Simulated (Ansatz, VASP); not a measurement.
GaN: VASP beside Ansatz

File POSCAR:

```
GaN
1.0
    0.0000000000      2.1408255771      2.2535006075
    2.1408255771      0.0000000000      2.2535006075
    2.1408255771      2.1408255771      0.0000000000
Ga N
1 1
Direct
    0.0000000000      0.0000000000      0.0000000000
    0.7500000000      0.7500000000      0.7500000000
```

Contents of INCAR.step1:

```
SYSTEM = GaN
PREC = Accurate ; ENCUT = 520
ISMEAR = 0 ; SIGMA = 0.05
LREAL = .False. ; LASPH = .True.
NELM = 60 ; NBANDS = 16
GGA = PE ; ALGO = Normal
EDIFF = 1E-4 ; LWAVE = .True.
LCHARG = .False.
```

File INCAR.step2:

```
SYSTEM = GaN
PREC = Accurate ; ENCUT = 520
EDIFF = 1E-7 ; ISMEAR = 0
SIGMA = 0.05 ; LREAL = .False.
LASPH = .True. ; NELM = 60
ALGO = Normal ; ISIF = 2
LWAVE = .False. ; LCHARG = .True.
METAGGA = R2SCAN ; LMIXTAU = .True.
LELF = .True. ; LVHAR = .True.
NBANDS = 16 ; ISTART = 1
```

KPOINTS

```
regular mesh
0
Gamma
  10 10 10
  0 0 0
```

Input for Ansatz:

```yaml
crystal:
  lattice:
    - [0.0, 2.1408255771, 2.2535006075]
    - [2.1408255771, 0.0, 2.2535006075]
    - [2.1408255771, 2.1408255771, 0.0]
  atoms:
    - { symbol: Ga, position: [0.0, 0.0, 0.0] }
    - { symbol: "N", position: [0.75, 0.75, 0.75] }
basis:
  ecutwfc: 500
kpoints:
  mp_grid: { grid: [10, 10, 10] }
hamiltonian:
  xc: r2scan
scf:
  occupations: { method: gaussian, width: 0.05 }
output:
  forces: true
  stress: true
  eigenvalues: true
```

Change from the starting cell: strain -0.050 along x and y, +0.000 along z, atoms carried along.

Alike in both runs: task single point; functional r2SCAN; k mesh 10 × 10 × 10; occupations gaussian, width 0.05 eV; no spin polarisation.

|  | VASP | Ansatz |
| --- | --- | --- |
| version | VASP 6.6.1 | Ansatz 0.2.0 |
| potentials or method | VASP PAW PBE potentials, release 64 (Ga_d, N), cutoff 520 eV | scalar-relativistic, plane waves, PAW |
| valence electrons in the cell | 18 | 18 |

```tsv
	VASP	Ansatz	Ansatz less VASP
gap on the k mesh at the Fermi level (eV)	2.70	2.72	+0.014
least direct gap on the mesh (eV)	2.70	2.72	+0.014
pressure (GPa)	24.4	23.1	-1.38
traceless stress, the component that is largest in VASP (GPa)	-4.59	-4.73	-0.134
```

VASP's potentials were made for PBE, not for r2SCAN.
